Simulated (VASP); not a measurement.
# Ti16O31 (a cell with a defect) (Baddeleyite) in VASP: electric field gradients with PBE

Aim: the electric field gradients of Ti16O31 (a cell with a defect) (Baddeleyite) with PBE.

Program: VASP 6.6.1. These are calculated values, not measurements. Logs are shortened: lines on timing, memory, paths and dates and some standing lists are left out, and cuts for length are marked.

### Step 1. The cell of the first run

The cell holds a defect, 47 atoms: a = 8.573 Å, b = 7.778 Å, c = 8.573 Å, α = 111.91°, β = 111.11°, γ = 109.39°.

### Step 2. Electric field gradients, PBE

INCAR reads:

```
ALGO = Normal ; EDIFF = 1E-8
ENCUT = 520 ; GGA = PE
ISIF = 2 ; ISMEAR = -1
LASPH = True ; LCHARG = False
LEFG = True ; LREAL = Auto
LWAVE = False ; NBANDS = 218
NELECT = 376.0 ; NELM = 100
PREC = Accurate ; SIGMA = 0.01
```

KPOINTS reads:

```
k-points
0
Gamma
  3 3 3
```

POSCAR reads:

```
Ti16O31
1.0
   -5.2971993865      4.8490000000      4.6827502206
    3.8808006135     -4.8490000000      4.6827502206
    5.2971993865      4.8490000000     -4.6827502206
Ti O
16 31
Direct
    0.1315000000      0.2635000000      0.1770000000
    0.6315000000      0.7635000000      0.1770000000
    0.6315000000      0.2635000000      0.6770000000
    0.1315000000      0.7635000000      0.6770000000
    0.4135000000      0.4865000000      0.6180000000
    0.9135000000      0.9865000000      0.6180000000
    0.9135000000      0.4865000000      0.1180000000
    0.4135000000      0.9865000000      0.1180000000
    0.8685000000      0.7365000000      0.8230000000
    0.3685000000      0.2365000000      0.8230000000
    0.3685000000      0.7365000000      0.3230000000
    0.8685000000      0.2365000000      0.3230000000
    0.5865000000      0.5135000000      0.3820000000
    0.0865000000      0.0135000000      0.3820000000
    0.0865000000      0.5135000000      0.8820000000
    0.5865000000      0.0135000000      0.8820000000
    0.3145000000      0.1690000000      0.2015000000
    0.8145000000      0.6690000000      0.2015000000
    0.8145000000      0.1690000000      0.7015000000
    0.3145000000      0.6690000000      0.7015000000
    0.5325000000      0.5810000000      0.8955000000
    0.0325000000      0.0810000000      0.8955000000
    0.0325000000      0.5810000000      0.3955000000
    0.5325000000      0.0810000000      0.3955000000
    0.6855000000      0.8310000000      0.7985000000
    0.1855000000      0.3310000000      0.7985000000
    0.1855000000      0.8310000000      0.2985000000
    0.6855000000      0.3310000000      0.2985000000
    0.4675000000      0.4190000000      0.1045000000
    0.9675000000      0.9190000000      0.1045000000
    0.9675000000      0.4190000000      0.6045000000
    0.4675000000      0.9190000000      0.6045000000
    0.0950000000      0.9440000000      0.5760000000
    0.0950000000      0.4440000000      0.0760000000
    0.5950000000      0.9440000000      0.0760000000
    0.1320000000      0.3060000000      0.4010000000
    0.6320000000      0.8060000000      0.4010000000
    0.6320000000      0.3060000000      0.9010000000
    0.1320000000      0.8060000000      0.9010000000
    0.4050000000      0.5560000000      0.4240000000
    0.9050000000      0.0560000000      0.4240000000
    0.9050000000      0.5560000000      0.9240000000
    0.4050000000      0.0560000000      0.9240000000
    0.8680000000      0.6940000000      0.5990000000
    0.3680000000      0.1940000000      0.5990000000
    0.3680000000      0.6940000000      0.0990000000
    0.8680000000      0.1940000000      0.0990000000
```

Potentials or basis: VASP PAW PBE potentials, release 64 (Ti_sv, O).

Launch:

```
$ cat potpaw_PBE.64/Ti_sv/POTCAR potpaw_PBE.64/O/POTCAR > POTCAR
$ mpirun -np 1 vasp_std > vasp.out
```

OUTCAR:

```text
EDIFF = 1E-8
   ENCUT = 520
   GGA = PE
   ISIF = 2
   ISMEAR = -1
   LASPH = True
   LREAL = Auto
   NELECT = 376.0
   NELM = 100
   PREC = Accurate

 ion  position               nearest neighbor table
   1  0.132  0.264  0.177-  36 1.82  47 1.92  17 1.92  22 1.93  34 1.96  40 2.11  30 2.27
   2  0.632  0.764  0.177-  37 1.82  46 1.92  18 1.92  21 1.93  35 1.96  41 2.11  29 2.27
   3  0.632  0.264  0.677-  38 1.82  45 1.92  19 1.92  24 1.93  42 2.11  32 2.27
   4  0.132  0.764  0.677-  39 1.82  44 1.92  20 1.92  23 1.93  33 1.96  43 2.11  31 2.27
   5  0.413  0.486  0.618-  40 1.92  21 1.92  20 1.93  36 1.96  45 2.11  25 2.27
   6  0.913  0.986  0.618-  33 1.82  41 1.92  22 1.92  19 1.93  37 1.96  44 2.11  26 2.27
   7  0.913  0.486  0.118-  34 1.82  42 1.92  23 1.92  18 1.93  38 1.96  47 2.11  27 2.27
   8  0.413  0.986  0.118-  35 1.82  43 1.92  24 1.92  17 1.93  39 1.96  46 2.11  28 2.27
   9  0.868  0.736  0.823-  44 1.82  39 1.92  25 1.92  30 1.93  42 1.96  22 2.27
  10  0.368  0.236  0.823-  45 1.82  38 1.92  26 1.92  29 1.93  43 1.96  33 2.11  21 2.27
  11  0.368  0.736  0.323-  46 1.82  37 1.92  27 1.92  32 1.93  40 1.96  34 2.11  24 2.27
  12  0.868  0.236  0.323-  47 1.82  36 1.92  28 1.92  31 1.93  41 1.96  35 2.11  23 2.27
  13  0.587  0.514  0.382-  40 1.82  29 1.92  28 1.93  44 1.96  37 2.11  17 2.27
  14  0.087  0.014  0.382-  41 1.82  33 1.92  30 1.92  27 1.93  45 1.96  36 2.11  18 2.27
  15  0.087  0.514  0.882-  42 1.82  34 1.92  31 1.92  26 1.93  46 1.96  39 2.11  19 2.27
  16  0.587  0.014  0.882-  43 1.82  35 1.92  32 1.92  25 1.93  47 1.96  38 2.11  20 2.27
  17  0.315  0.169  0.202-   1 1.92   8 1.93  13 2.27
[... 16 lines left out ...]
  34  0.095  0.444  0.076-   7 1.82  15 1.92   1 1.96  11 2.11
  35  0.595  0.944  0.076-   8 1.82  16 1.92   2 1.96  12 2.11
  36  0.132  0.306  0.401-   1 1.82  12 1.92   5 1.96  14 2.11
  37  0.632  0.806  0.401-   2 1.82  11 1.92   6 1.96  13 2.11
  38  0.632  0.306  0.901-   3 1.82  10 1.92   7 1.96  16 2.11
  39  0.132  0.806  0.901-   4 1.82   9 1.92   8 1.96  15 2.11
  40  0.405  0.556  0.424-  13 1.82   5 1.92  11 1.96   1 2.11
  41  0.905  0.056  0.424-  14 1.82   6 1.92  12 1.96   2 2.11
  42  0.905  0.556  0.924-  15 1.82   7 1.92   9 1.96   3 2.11
  43  0.405  0.056  0.924-  16 1.82   8 1.92  10 1.96   4 2.11
  44  0.868  0.694  0.599-   9 1.82   4 1.92  13 1.96   6 2.11
  45  0.368  0.194  0.599-  10 1.82   3 1.92  14 1.96   5 2.11
  46  0.368  0.694  0.099-  11 1.82   2 1.92  15 1.96   8 2.11
  47  0.868  0.194  0.099-  12 1.82   1 1.92  16 1.96   7 2.11

  LATTYP: Found a base centered monoclinic cell.
 ALAT       =    12.1636775739
 B/A-ratio  =     0.7972917681
 C/A-ratio  =     0.7545415393
 COS(beta)  =    -0.6380965937

  Lattice vectors:

 A1 = (  -3.8808006135,  -4.8490000000,  -4.6827502206)
 A2 = (  -3.8808006135,   4.8490000000,  -4.6827502206)
 A3 = (   9.1780000000,   0.0000000000,   0.0000000000)

[... 3108 lines left out ...]
  Total       41.2780668     61.4593905     69.6307245      2.3261809      0.9741886    -24.3572067
  in kB      158.6714189    236.2477088    267.6580256      8.9417564      3.7447463    -93.6282353
  external PRESSURE =     220.8590511 kB  Pullay stress =       0.0000000 kB

 VOLUME and BASIS-vectors are now :
 -----------------------------------------------------------------------------
  energy-cutoff  :      520.00
  volume of cell :      416.80
      direct lattice vectors                 reciprocal lattice vectors
    -5.297199386  4.849000000  4.682750221     0.000000000  0.103114044  0.106774860
     3.880800613 -4.849000000  4.682750221     0.108956200  0.000000000  0.123252936
     5.297199386  4.849000000 -4.682750221     0.108956200  0.103114044  0.016478076

 POSITION                                       TOTAL-FORCE (eV/Angst)
 -----------------------------------------------------------------------------------
      1.26361      0.21821      1.02084        -5.527862      0.323138      0.550825
      0.55541      0.21821      5.70359        -5.361735      0.994335      0.928964
      1.26361      5.06721      1.02084        -5.971740      1.819399      0.160695
      5.85261      0.21821      1.02084        -5.679948      0.339896      0.677858
      2.97129      2.64271      1.32054         5.717600      0.252532     -0.398516
      2.26309      2.64271      6.00329         5.598032      0.384308     -0.535548
[... 39 lines left out ...]
      1.26833     -1.10072      4.50949        -0.329769     -3.309417      1.307948
     -3.32067      3.74828      4.50949        -0.496734     -3.408882      1.109576
 -----------------------------------------------------------------------------------
    total drift:                                0.001943      0.000473      0.001240

  FREE ENERGIE OF THE ION-ELECTRON SYSTEM (eV)
  ---------------------------------------------------
  free  energy   TOTEN  =      -415.1819916903 eV

  energy  without entropy=     -415.1780170780  energy(sigma->0) =     -415.18000438

 Electric field gradients (V/A^2)
---------------------------------------------------------------------
 ion       V_xx      V_yy      V_zz      V_xy      V_xz      V_yz
---------------------------------------------------------------------
   1     -16.996   -42.055    59.050   -25.809    42.717     8.173
   2     -16.624   -42.884    59.507   -24.639    43.167     5.707
   3     -46.039   -20.934    66.973   -39.013    50.615   -42.636
   4     -17.920   -40.717    58.637   -31.773    40.263     9.338
   5      24.187   -54.707    30.520   -30.863     0.594    25.047
   6     -17.343   -42.624    59.967    24.983    43.394    -8.139
[... 39 lines left out ...]
  46      -9.402    19.901   -10.499   -12.063     0.632     9.390
  47      -9.226    21.161   -11.935   -11.928     0.092    10.589
---------------------------------------------------------------------

 Electric field gradients after diagonalization (V/A^2)
 (convention: |V_zz| > |V_xx| > |V_yy|)
----------------------------------------------------------------------
 ion       V_xx      V_yy      V_zz     asymmetry (V_yy - V_xx)/ V_zz
----------------------------------------------------------------------
   1     -66.199   -12.101    78.300       0.691
   2     -64.629   -14.575    79.204       0.632
   3     -77.089   -31.928   109.017       0.414
   4     -71.011    -5.048    76.059       0.867
   5      42.921    28.070   -70.991       0.209
   6     -66.030   -13.463    79.493       0.661
[... 39 lines left out ...]
  46     -16.851    -9.419    26.270       0.283
  47     -17.384   -10.425    27.808       0.250
----------------------------------------------------------------------

           NMR quadrupolar parameters

 Cq : quadrupolar parameter    Cq=e*Q*V_zz/h
 eta: asymmetry parameters     (V_yy - V_xx)/ V_zz
 Q  : nuclear electric quadrupole moment in mb (millibarn)
----------------------------------------------------------------------
 ion       Cq(MHz)       eta       Q (mb)
----------------------------------------------------------------------
   1       0.189       0.691       1.000
   2       0.192       0.632       1.000
   3       0.264       0.414       1.000
   4       0.184       0.867       1.000
   5      -0.172       0.209       1.000
   6       0.192       0.661       1.000
[... 39 lines left out ...]
  46       0.064       0.283       1.000
  47       0.067       0.250       1.000
----------------------------------------------------------------------
```

OSZICAR:

```text
N       E                     dE             d eps       ncg     rms          rms(c)
DAV:   1     0.679283961416E+04    0.67928E+04   -0.18001E+05  6120   0.215E+03
DAV:   2     0.113216168864E+04   -0.56607E+04   -0.54639E+04  6104   0.696E+02
DAV:   3    -0.374956652830E+03   -0.15071E+04   -0.14564E+04  7448   0.297E+02
DAV:   4    -0.539877823556E+03   -0.16492E+03   -0.16423E+03  8512   0.104E+02
[... 21 lines left out ...]
DAV:  26    -0.415181991848E+03    0.64196E-07   -0.67472E-07  8984   0.272E-03    0.403E-03
DAV:  27    -0.415181991727E+03    0.12060E-06   -0.19992E-07  8328   0.141E-03    0.288E-03
DAV:  28    -0.415181991663E+03    0.63694E-07   -0.42725E-07  7856   0.196E-03    0.376E-04
DAV:  29    -0.415181991689E+03   -0.25248E-07   -0.30829E-08  5280   0.724E-04    0.227E-04
DAV:  30    -0.415181991690E+03   -0.17317E-08   -0.78958E-09  3696   0.433E-04
   1 F= -.41518199E+03 E0= -.41518000E+03  d E =-.397461E-02
```

stdout:

```text
POSCAR found type information on POSCAR TiO
 POSCAR found :  2 types and      47 ions
 scaLAPACK will be used
 LDA part: xc-table for (Slater+PW92), standard interpolation
 POSCAR, INCAR and KPOINTS ok, starting setup
 FFT: planning ... GRIDC
 FFT: planning ... GRID_SOFT
 FFT: planning ... GRID
 WAVECAR not read
 entering main loop
 the old and the new charge density differ
 old charge density:   378.00000 new  375.99999
    0.960E+01
ion   1
     0.0000422     1.3454526    -0.7856676    -2.4421888    -2.6734044    -0.3234175
     0.0000581     1.3454526    -0.7856676    -2.4421888    -2.6734044    -0.3234175
     0.0000800     1.3454526    -0.7856676    -2.4421888    -2.6734044    -0.3234175
     0.0001102     1.3454526    -0.7856676    -2.4421889    -2.6734044    -0.3234175

     0.0000422    24.5214389    -7.9800518   -48.8640019   -41.9003749   -11.8044506
     0.0000581    24.5213273    -7.9800271   -48.8638049   -41.9002031   -11.8043843
     0.0000800    24.5211441    -7.9799870   -48.8634834   -41.8999225   -11.8042751
     0.0001102    24.5208453    -7.9799224   -48.8629621   -41.8994672   -11.8040963
[... 100 lines left out ...]
ion  11
     0.0000422     1.3106239    -0.6513289    -2.6830008    -2.8526974    -0.1196101
     0.0000581     1.3106239    -0.6513289    -2.6830008    -2.8526974    -0.1196101
     0.0000800     1.3106239    -0.6513289    -2.6830008    -2.8526974    -0.1196101
     0.0001102     1.3106239    -0.6513289    -2.6830009    -2.8526975    -0.1196101

     0.0000422    26.0226602    -3.7441434   -50.1185741   -43.7021502   -10.9777379
     0.0000581    26.0225411    -3.7441309   -50.1183785   -43.7019757   -10.9776710
     0.0000800    26.0223455    -3.7441104   -50.1180593   -43.7016906   -10.9775606
     0.0001102    26.0220267    -3.7440771   -50.117542
```

Run time: 75 min. Hardware: 1 thread of AMD EPYC 9R45 (Zen 5), shared host; peak memory 1 GiB.

What came out:

```yaml
Free_energy: -415.1820 eV
Largest_force: 6.791 eV/Å
```

Forces on the atoms (eV/Å):
```
Ti  -5.528  0.323  0.551
Ti  -5.362  0.994  0.929
Ti  -5.972  1.819  0.161
Ti  -5.680  0.340  0.678
Ti   5.718  0.253 -0.399
Ti   5.598  0.384 -0.536
Ti   5.794  0.737 -0.787
Ti   5.159  0.457 -0.814
Ti   6.693  0.561  0.231
Ti   5.624 -0.508 -0.921
Ti   5.637 -0.913 -0.765
Ti   5.464 -0.481 -0.756
Ti  -6.640 -1.154  0.828
Ti  -5.789 -0.915  0.592
Ti  -5.557 -0.471  0.766
Ti  -5.322 -0.615  0.913
O    2.393  0.640  1.437
O    1.700 -0.169  1.028
O    1.867 -0.194  1.093
O    0.576  0.731  1.122
O   -2.426 -0.286 -0.804
O   -1.663  0.099 -1.129
O   -1.570  0.045 -1.077
O   -0.254 -0.056 -0.361
O   -2.909  0.443 -1.430
O   -1.655  0.173 -1.050
O   -1.714  0.057 -1.118
O   -0.984 -0.160 -1.347
O    2.152  0.241  1.095
O    1.548 -0.073  1.182
O    1.739 -0.015  1.220
O    1.697 -0.009  1.009
O   -0.337  3.424  1.129
O   -0.456  3.417  1.212
O   -0.436  3.267  1.169
O    0.394  3.514 -1.049
O    0.381  3.373 -1.342
O    0.266  3.138 -1.143
O    0.380  3.387 -1.133
O    0.201 -1.597 -1.609
O    0.438 -3.346 -1.226
O    0.305 -3.989 -1.121
O    0.335 -3.272 -1.196
O   -0.188 -3.397 -0.512
O   -0.790 -3.478  2.861
O   -0.330 -3.309  1.308
O   -0.497 -3.409  1.110
```

Electric field gradients, principal values (V/Å²):
```tsv
atom	least	middle	greatest (by size)
1 Ti	-12.101	-66.199	78.300
2 Ti	-14.575	-64.629	79.204
3 Ti	-31.928	-77.089	109.017
4 Ti	-5.048	-71.011	76.059
5 Ti	28.070	42.921	-70.991
6 Ti	-13.463	-66.030	79.493
7 Ti	-11.007	-67.145	78.152
8 Ti	-11.289	-66.657	77.946
9 Ti	-26.290	-74.013	100.303
10 Ti	-14.559	-62.789	77.349
11 Ti	-14.192	-67.105	81.297
12 Ti	-10.467	-66.841	77.307
13 Ti	14.133	94.143	-108.276
14 Ti	-11.170	-67.315	78.485
15 Ti	-12.777	-65.576	78.352
16 Ti	-14.869	-65.221	80.090
17 O	3.105	21.911	-25.017
18 O	-8.801	-21.197	29.998
19 O	-5.387	-28.989	34.375
20 O	17.076	39.870	-56.947
21 O	1.574	26.366	-27.941
22 O	2.657	29.576	-32.233
23 O	-3.542	-28.536	32.078
24 O	8.616	27.909	-36.525
25 O	13.936	35.589	-49.525
26 O	-6.735	-22.291	29.025
27 O	-8.400	-20.731	29.130
28 O	-9.293	-22.275	31.568
29 O	-11.155	-30.475	41.629
30 O	-9.001	-24.785	33.785
31 O	-6.232	-24.262	30.494
32 O	6.429	27.225	-33.654
33 O	-9.793	-16.802	26.596
34 O	-10.932	-17.555	28.487
35 O	-10.617	-17.072	27.689
36 O	-11.822	-17.380	29.203
37 O	-7.101	-18.767	25.868
38 O	-10.913	-16.161	27.074
39 O	-12.545	-16.042	28.587
40 O	-14.286	-21.845	36.131
41 O	-11.815	-16.493	28.308
42 O	-12.399	-19.880	32.279
43 O	-9.632	-16.998	26.630
44 O	7.417	20.942	-28.359
45 O	4.760	19.502	-24.262
46 O	-9.419	-16.851	26.270
47 O	-10.425	-17.384	27.808
```

Caveat: the cell carries a net charge on a neutralising background, which shifts energy and pressure; the cell is charged against a uniform background, so pressure and absolute levels hang on convention; without QUAD_EFG the Cq values of the log hold for a quadrupole moment of 1 mb, not for the nuclei.
